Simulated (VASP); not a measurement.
A run of VASP 6.6.1:

INCAR

```
  PREC = Accurate
  ENCUT = 520
  EDIFF = 1E-6
  ISMEAR = 0
  SIGMA = 0.1
  LREAL = F
  LASPH = T
  NELM = 100
  ALGO = Normal
  ISIF = 2
  LWAVE = F
  LCHARG = F
  GGA = PE
  NBANDS = 38
```

Contents of KPOINTS:

```
Automatic mesh
0
Gamma
  12 12 14
```

The input POSCAR:

```
Ga2SnO3
1.0
    5.6530247018      0.0000000000      0.0000000000
   -2.8265123509      4.8956630000      0.0000000000
    0.0000000000      0.0000000000      2.8216730007
Ga Sn O
2 1 3
Direct
    0.3333333333      0.6666666667      0.0000000000
    0.6666666667      0.3333333333      0.0000000000
    0.0000000000      0.0000000000      0.0000000000
    0.5000000000      0.0000000000      0.5000000000
    0.5000000000      0.5000000000      0.5000000000
    0.0000000000      0.5000000000      0.5000000000
```

Potentials or basis: VASP PAW PBE potentials, release 64 (Ga_d, Sn_d, O).

The run is started by

```sh
$ cat potpaw_PBE.64/Ga_d/POTCAR potpaw_PBE.64/Sn_d/POTCAR potpaw_PBE.64/O/POTCAR > POTCAR
$ mpirun -np 1 vasp_std > vasp.out
```

Hardware: 1 thread of AMD EPYC 9R45 96-Core Processor (Zen 5), on a shared host.

Task: How long does it take, and how much memory?

Result: Wall time 4.5 min on 1 thread of AMD EPYC 9R45 96-Core Processor (Zen 5), with other jobs on the host, peak memory 0.46 GiB. Counts: scf iterations 14, k points 152.
